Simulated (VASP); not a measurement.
# TiSi40H16Cl4 in VASP: single point with PBEsol

Aim: the single point of TiSi40H16Cl4 with PBEsol.

Everything below comes from runs of VASP 6.6.1. Logs are shortened: lines on timing, memory, paths and dates and some standing lists are left out, and cuts for length are marked.

## 1. The cell of the first run

The cell holds a slab with vacuum, 61 atoms: a = 7.679 Å, b = 15.358 Å, c = 20.256 Å, α = 90.00°, β = 90.00°, γ = 90.00°.

## 2. Single point, PBEsol

The input, INCAR:

```
SYSTEM = TiSi40H16Cl4
PREC = Accurate ; ENCUT = 400
EDIFF = 1E-6 ; ISMEAR = -1
SIGMA = 0.05 ; LREAL = Auto
LASPH = .TRUE. ; NELM = 120
ALGO = Normal ; ISIF = 2
LWAVE = .FALSE. ; LCHARG = .FALSE.
GGA = PS ; NBANDS = 144
GGA_COMPAT = .FALSE. ; NELMDL = -8
```

The input, KPOINTS:

```
Automatic mesh
0
G
  2 1 1
  0 0 0
```

The input, POSCAR:

```
TiSi40H16Cl4
1.0
    7.6791800000      0.0000000000      0.0000000000
    0.0000000000     15.3583590000      0.0000000000
    0.0000000000      0.0000000000     20.2555000000
H Si Ti Cl
16 40 1 4
Direct
    0.4093920184      0.0000000000      0.0493693071
    0.0906079816      0.0000000000      0.0493693071
    0.9093920184      0.0000000000      0.0493693071
    0.5906079816      0.0000000000      0.0493693071
    0.4093920184      0.2500000163      0.0493693071
    0.0906079816      0.2500000163      0.0493693071
    0.9093920184      0.2500000163      0.0493693071
    0.5906079816      0.2500000163      0.0493693071
    0.4093920184      0.5000000326      0.0493693071
    0.0906079816      0.5000000326      0.0493693071
    0.9093920184      0.5000000326      0.0493693071
    0.5906079816      0.5000000326      0.0493693071
    0.4093920184      0.7499999837      0.0493693071
    0.0906079816      0.7499999837      0.0493693071
    0.9093920184      0.7499999837      0.0493693071
    0.5906079816      0.7499999837      0.0493693071
    0.2500000000      0.0000000000      0.0920983930
    0.7500000000      0.0000000000      0.0920983930
    0.2500000000      0.2500000163      0.0920983930
    0.7500000000      0.2500000163      0.0920983930
    0.2500000000      0.5000000326      0.0920983930
    0.7500000000      0.5000000326      0.0920983930
    0.2500000000      0.7499999837      0.0920983930
    0.7500000000      0.7499999837      0.0920983930
    0.2501743676      0.1252224928      0.1556646837
    0.7501373845      0.1252281575      0.1556112661
    0.2500089853      0.3746701064      0.1608121251
    0.7500316440      0.3747289017      0.1608619387
    0.2494292359      0.6252169910      0.1555154896
    0.7496740537      0.6251971972      0.1554871516
    0.2499285080      0.8747671545      0.1607921799
    0.7500248724      0.8747839532      0.1607675446
    0.0000755289      0.1216122764      0.2199348325
    0.5002617467      0.1215902689      0.2199569006
    0.0001316547      0.3768538032      0.2293878206
    0.4999156160      0.3768104392      0.2293647651
   -0.0005711547      0.6216777456      0.2198331317
    0.4995623231      0.6215386683      0.2195872232
   -0.0000798262      0.8771477474      0.2293151983
    0.5000277373      0.8771870745      0.2292347757
    0.0001086053      0.0054238216      0.2944026561
    0.5002225498      0.0053966703      0.2944387944
    0.0001293107      0.2461156820      0.2920070104
    0.5002506778      0.2461126869      0.2920183160
    0.0000304720      0.5053439629      0.2941676088
    0.4997288773      0.5053380377      0.2940716842
   -0.0004547361      0.7463591000      0.2917895880
    0.4998109173      0.7462317426      0.2913171731
    0.2501501462      0.0322207600      0.3596742613
    0.7502074440      0.0320267940      0.3598384143
    0.2501963751      0.1728573997      0.3224465948
    0.7502009329      0.1728072641      0.3225671052
    0.2499665329      0.5327832876      0.3593074967
    0.7498269346      0.5321597184      0.3591403816
    0.2498182098      0.6735865466      0.3222640271
    0.7495149222      0.6733004483      0.3225646368
    0.7632076602      0.7391697251      0.5344973464
    0.5345325933      0.6986250940      0.4803758485
    0.9831439034      0.6777713036      0.4852327022
    0.7897364041      0.8797727674      0.5289213794
    0.7480254402      0.6950431358      0.6362494137
```

Potentials or basis: VASP PAW PBE potentials, release 64 (H, Si, Ti_sv, Cl).

Run with:

```bash
$ cat potpaw_PBE.64/H/POTCAR potpaw_PBE.64/Si/POTCAR potpaw_PBE.64/Ti_sv/POTCAR potpaw_PBE.64/Cl/POTCAR > POTCAR
$ mpirun -np 1 vasp_std > vasp.out
```

OUTCAR:

```text
SYSTEM = TiSi40H16Cl4
   PREC = Accurate
   ENCUT = 400
   EDIFF = 1E-6
   ISMEAR = -1
   LREAL = Auto
   LASPH = .TRUE.
   NELM = 120
   ISIF = 2
   GGA = PS
   NELMDL = -8

 ion  position               nearest neighbor table
   1  0.409  0.000  0.049-  17 1.50
   2  0.091  0.000  0.049-  17 1.50
   3  0.909  0.000  0.049-  18 1.50
   4  0.591  0.000  0.049-  18 1.50
   5  0.409  0.250  0.049-  19 1.50
   6  0.091  0.250  0.049-  19 1.50
[... 8 lines left out ...]
  15  0.909  0.750  0.049-  24 1.50
  16  0.591  0.750  0.049-  24 1.50
  17  0.250  0.000  0.092-   1 1.50   2 1.50  25 2.31  31 2.37
[... 30 lines left out ...]
  48  0.500  0.746  0.291-  55 2.31  56 2.31  40 2.37  38 2.40
  49  0.250  0.032  0.360-  51 2.29  42 2.37  41 2.37
  50  0.750  0.032  0.360-  52 2.29  41 2.37  42 2.37
  51  0.250  0.173  0.322-  49 2.29  44 2.31  43 2.31  34 2.94  33 2.94
  52  0.750  0.173  0.323-  50 2.29  43 2.31  44 2.31  33 2.94  34 2.94
  53  0.250  0.533  0.359-  55 2.29  45 2.37  46 2.37
  54  0.750  0.532  0.359-  56 2.29  45 2.37  46 2.37
  55  0.250  0.674  0.322-  53 2.29  48 2.31  47 2.31  37 2.94  38 2.94
  56  0.750  0.673  0.323-  54 2.29  48 2.31  47 2.31  37 2.94  38 2.94
  57  0.763  0.739  0.534-  58 2.16  60 2.17  61 2.17  59 2.18
  58  0.535  0.699  0.480-  57 2.16
  59  0.983  0.678  0.485-  57 2.18
  60  0.790  0.880  0.529-  57 2.17
  61  0.748  0.695  0.636-  57 2.17

  LATTYP: Found a simple orthorhombic cell.
 ALAT       =     7.6791800000
 B/A-ratio  =     1.9999998698
 C/A-ratio  =     2.6377165270

  Lattice vectors:

 A1 = (   7.6791800000,   0.0000000000,   0.0000000000)
 A2 = (   0.0000000000,  15.3583590000,   0.0000000000)
 A3 = (   0.0000000000,   0.0000000000,  20.2555000000)

Analysis of symmetry for initial positions (statically):
=====================================================================
 Subroutine PRICEL returns:
 Original cell was already a primitive cell.

 Routine SETGRP: Setting up the symmetry group for a
 simple orthorhombic supercell.

 Subroutine GETGRP returns: Found  1 space group operations
 (whereof  1 operations were pure point group operations)
 out of a pool of  8 trial point group operations.

The static configuration has the point symmetry C_1 .

Analysis of symmetry for dynamics (positions and initial velocities):
=====================================================================
 Subroutine PRICEL returns:
 Original cell was already a primitive cell.

 Routine SETGRP: Setting up the symmetry group for a
 simple orthorhombic supercell.

 Subroutine GETGRP returns: Found  1 space group operations
 (whereof  1 operations were pure point group operations)
 out of a pool of  8 trial point group operations.

The dynamic configuration has the point symmetry C_1 .

 Subroutine INISYM returns: Found  1 space group operations
 (whereof  1 operations are pure point group operations),
 and found     1 'primitive' translations

----------------------------------------------------------------------------------------

                                     Primitive cell

  volume of cell :    2388.9256

  direct lattice vectors                    reciprocal lattice vectors
     7.679180000  0.000000000  0.000000000     0.130222237  0.000000000  0.000000000
     0.000000000 15.358359000  0.000000000     0.000000000  0.065111123  0.000000000
     0.000000000  0.000000000 20.255500000     0.000000000  0.000000000  0.049369307

  length of vectors
     7.679180000 15.358359000 20.255500000     0.130222237  0.065111123  0.049369307

  position of ions in fractional coordinates (direct lattice)
     0.409392018  0.000000000  0.049369307
     0.090607982  0.000000000  0.049369307
     0.909392018  0.000000000  0.049369307
     0.590607982  0.000000000  0.049369307
     0.409392018  0.250000016  0.049369307
     0.090607982  0.250000016  0.049369307
[... 53 lines left out ...]
     0.789736404  0.879772767  0.528921379
     0.748025440  0.695043136  0.636249414

  ion indices of the primitive-cell ions
   primitive index   ion index
                 1           1
                 2           2
                 3           3
                 4           4
                 5           5
                 6           6
[... 53 lines left out ...]
                60          60
                61          61

----------------------------------------------------------------------------------------

 KPOINTS: Automatic mesh

Automatic generation of k-mesh.
 Grid dimensions read from file:
 generate k-points for:    2    1    1

 Generating k-lattice:

  Cartesian coordinates                     Fractional coordinates (reciprocal lattice)
     0.065111119  0.000000000  0.000000000     0.500000000  0.000000000  0.000000000
     0.000000000  0.065111123  0.000000000     0.000000000  1.000000000  0.000000000
     0.000000000  0.000000000  0.049369307     0.000000000  0.000000000  1.000000000

  Length of vectors
     0.065111119  0.065111123  0.049369307

  Shift w.r.t. Gamma in fractional coordinates (k-lattice)
     0.000000000  0.000000000  0.000000000

 Subroutine IBZKPT returns following result:
 ===========================================

 Found      2 irreducible k-points:

 Following reciprocal coordinates:
            Coordinates               Weight
  0.000000  0.000000  0.000000      1.000000
  0.500000  0.000000  0.000000      1.000000
   k-points           NKPTS =      2   k-points in BZ     NKDIM =      2   number of bands    NBANDS=    144
   number of dos      NEDOS =    301   number of ions     NIONS =     61
   total plane-waves  NPLWV = 700000
   dimension x,y,z NGX =    50 NGY =  100 NGZ =  140
   dimension x,y,z NGXF=   100 NGYF=  200 NGZF=  280
   ions per type =              16  40   1   4
   NGX,Y,Z   is equivalent  to a cutoff of  10.82, 10.82, 11.49 a.u.
   NGXF,Y,Z  is equivalent  to a cutoff of  21.65, 21.65, 22.98 a.u.
 SYSTEM =  TiSi40H16Cl4
   PREC   = accura    normal or accurate (medium, high low for compatibility)
   ISTART =      0    job   : 0-new  1-cont  2-samecut
   ICHARG =      2    charge: 1-file 2-atom 10-const
   ISPIN  =      1    spin polarized calculation?
   LNONCOLLINEAR =      F non collinear calculations
   LSORBIT =      F    spin-orbit coupling
   LASPH  =      T    aspherical Exc in radial PAW
   ENCUT  =  400.0 eV  29.40 Ry    5.42 a.u.  12.52 25.05 33.03*2*pi/ulx,y,z
   NELM   =    120;   NELMIN=  2; NELMDL= -8     # of ELM steps
   EDIFF  = 0.1E-05   stopping-criterion for ELM
   LREAL  =      T    real-space projection
   EDIFFG = 0.1E-04   stopping-criterion for IOM
   NSW    =      0    number of steps for IOM
   IBRION =     -1    ionic relax: 0-MD 1-quasi-New 2-CG
   NFREE  =      0    steps in history (QN), initial steepest desc. (CG)
   ISIF   =      2    stress and relaxation
   ISYM   =      2    0-nonsym 1-usesym 2-fastsym
   POTIM  = 0.5000    time-step for ionic-motion
   TEBEG  =    0.0;   TEEND  =   0.0 temperature during run
   PSTRESS=    0.0 pullay stress
   NELECT =     216.0000    total number of electrons
   NUPDOWN=      -1.0000    fix difference up-down
   EMIN   =  10.00;   EMAX   =-10.00  energy-range for DOS
   EFERMI =   0.00;   METHOD = LEGACY
   ISMEAR =    -1;   SIGMA  =   0.05  broadening in eV -4-tet -1-fermi 0-gaus
   EFERMI_NEDOS =   21; number of points for ismear=-14 and -15
   IALGO  =     38    algorithm
   IMIX   =      4    mixing-type and parameters
     AMIX     =   0.40;   BMIX     =  1.00
     AMIX_MAG =   1.60;   BMIX_MAG =  1.00
  volume/ion in A,a.u.               =      39.16       264.28
  Fermi-wavevector in a.u.,A,eV,Ry     =   0.734782  1.388537  7.345849  0.539905
  Thomas-Fermi vector in A             =   1.827819
   LORBIT       =      0    0 simple, 1 ext, 2 COOP (PROOUT), +10 PAW based schemes
   GGA     = PS    functional components
   LHFCALC =     F    Hartree Fock is set to
   AEXX    =    0.0000 exact exchange contribution
   IVDW    =     0    specifies the selected vdW correction
   LEPSILON=     F    determine dielectric tensor
   LRPA    =     F    only Hartree local field effects (RPA)
 non-spin polarized calculation
  energy-cutoff  :      400.00
  volume of cell :     2388.93
 maximum number of plane-waves:     43361
   NGX = 25   NGY = 51   NGZ = 67

 number of electron     215.9999975 magnetization

 Free energy of the ion-electron system (eV)
  ---------------------------------------------------
  ext. energy  EPLUGINS =         0.00000000
  ---------------------------------------------------
  free energy    TOTEN  =      -290.81886692 eV

  energy without entropy =     -290.81576548  energy(sigma->0) =     -290.81731620

 E-fermi :  -0.6290     XC(G=0):  -4.6255

 val. band max:       -0.9606340123   @ k =   0.5000   0.0000   0.0000
 cond. band min:      -0.3104653635   @ k =   0.0000   0.0000   0.0000
 fundamental gap:      0.6501686488
 Fermi energy:        -0.6289697084

 k-point     1 :       0.0000    0.0000    0.0000
  band No.  band energies     occupation
      1     -59.2610      2.00000
      2     -35.6777      2.00000
      3     -35.6522      2.00000
      4     -35.6367      2.00000
      5     -16.7871      2.00000
      6     -16.5138      2.00000
[... 112 lines left out ...]
    119       0.6010      0.00000
    120       0.6440      0.00000

 k-point     2 :       0.5000    0.0000    0.0000
  band No.  band energies     occupation
      1     -59.2610      2.00000
      2     -35.6777      2.00000
      3     -35.6522      2.00000
      4     -35.6367      2.00000
      5     -16.7767      2.00000
      6     -16.5282      2.00000
[... 112 lines left out ...]
    119       0.8103      0.00000
    120       1.0285      0.00000
 [bands above 120 left out]

------------------------ aborting loop because EDIFF is reached ----------------------------------------

  FORCE on cell =-STRESS in cart. coord.  units (eV):
  Direction    XX          YY          ZZ          XY          YZ          ZX
  --------------------------------------------------------------------------------------
  -------------------------------------------------------------------------------------
  Total       37.6054377     -3.0488078      0.6598914      0.1467898     -0.0513564      0.2850906
  in kB       25.2207850     -2.0447396      0.4425684      0.0984473     -0.0344431      0.1912013
  external PRESSURE =       7.8728713 kB  Pullay stress =       0.0000000 kB

 VOLUME and BASIS-vectors are now :
 -----------------------------------------------------------------------------
  energy-cutoff  :      400.00
  volume of cell :     2388.93
      direct lattice vectors                 reciprocal lattice vectors
     7.679180000  0.000000000  0.000000000     0.130222237  0.000000000  0.000000000
     0.000000000 15.358359000  0.000000000     0.000000000  0.065111123  0.000000000
     0.000000000  0.000000000 20.255500000     0.000000000  0.000000000  0.049369307

 POSITION                                       TOTAL-FORCE (eV/Angst)
 -----------------------------------------------------------------------------------
      3.14379      0.00000      1.00000        -0.453839     -0.087364     -0.062589
      0.69580      0.00000      1.00000         0.453853     -0.084396     -0.062547
      6.98338      0.00000      1.00000        -0.454682     -0.086584     -0.063923
      4.53539      0.00000      1.00000         0.454313     -0.085922     -0.062958
      3.14379      3.83959      1.00000        -0.488868      0.077607     -0.053624
      0.69580      3.83959      1.00000         0.488440      0.075482     -0.052890
[... 53 lines left out ...]
      6.06453     13.51187     10.71357        -0.011265     -0.038076     -0.005097
      5.74422     10.67472     12.88755        -0.006309      0.027927     -0.017961
 -----------------------------------------------------------------------------------
    total drift:                                0.001088     -0.008598      0.000530

  FREE ENERGIE OF THE ION-ELECTRON SYSTEM (eV)
  ---------------------------------------------------
  free  energy   TOTEN  =      -290.8188669243 eV

  energy  without entropy=     -290.8157654844  energy(sigma->0) =     -290.81731620
```

Run time: 32 min. Hardware: 1 thread of Intel Xeon Platinum 8259CL at 2.50GHz (Skylake/Cascade Lake), shared host; peak memory 1.4 GiB.

What came out:

```yaml
Free_energy: -290.8189 eV
Largest_force: 0.498 eV/Å
Band_gap_on_the_k_mesh: 0.65 eV (least direct gap 0.68 eV)
```

Forces on the atoms (eV/Å):
```
H   -0.454 -0.087 -0.063
H    0.454 -0.084 -0.063
H   -0.455 -0.087 -0.064
H    0.454 -0.086 -0.063
H   -0.489  0.078 -0.054
H    0.488  0.075 -0.053
H   -0.489  0.079 -0.053
H    0.488  0.078 -0.052
H   -0.452 -0.085 -0.060
H    0.454 -0.093 -0.065
H   -0.453 -0.089 -0.063
H    0.454 -0.091 -0.064
H   -0.487  0.077 -0.051
H    0.488  0.081 -0.055
H   -0.487  0.078 -0.052
H    0.489  0.080 -0.054
Si  -0.001 -0.197  0.114
Si   0.002 -0.197  0.107
Si   0.001  0.230  0.092
Si   0.002  0.239  0.095
Si  -0.011 -0.213  0.110
Si   0.001 -0.214  0.106
Si  -0.004  0.245  0.085
Si  -0.001  0.245  0.083
Si  -0.001  0.002  0.000
Si   0.000  0.002 -0.001
Si   0.000 -0.002  0.000
Si   0.000 -0.002  0.000
Si   0.000  0.004 -0.001
Si   0.002  0.004 -0.003
Si   0.000 -0.002 -0.001
Si   0.000 -0.002 -0.001
Si  -0.001 -0.002  0.001
Si  -0.001 -0.003  0.002
Si  -0.001 -0.006  0.001
Si   0.000 -0.004  0.001
Si   0.001 -0.005  0.002
Si   0.000 -0.004  0.005
Si  -0.001 -0.010  0.005
Si  -0.001 -0.003  0.003
Si  -0.001 -0.006  0.000
Si  -0.001 -0.007 -0.003
Si   0.000  0.010  0.003
Si  -0.001  0.009  0.003
Si   0.000 -0.005  0.000
Si   0.002 -0.006 -0.002
Si   0.000  0.021 -0.002
Si   0.003  0.013  0.003
Si  -0.001 -0.017  0.020
Si   0.000 -0.015  0.019
Si   0.000  0.003 -0.003
Si  -0.001  0.000 -0.002
Si   0.001 -0.013  0.017
Si  -0.002 -0.015  0.019
Si   0.001 -0.010  0.002
Si   0.000 -0.008  0.000
Ti   0.225  0.057  0.101
Cl  -0.140 -0.056 -0.072
Cl  -0.055  0.025  0.044
Cl  -0.011 -0.038 -0.005
Cl  -0.006  0.028 -0.018
```

Caveat: there is no dipole correction, which matters where the two faces differ; semilocal functionals underestimate gaps, and a narrow one can read as zero; the PAW data sets were made with another functional, which shifts forces and pressure a little.
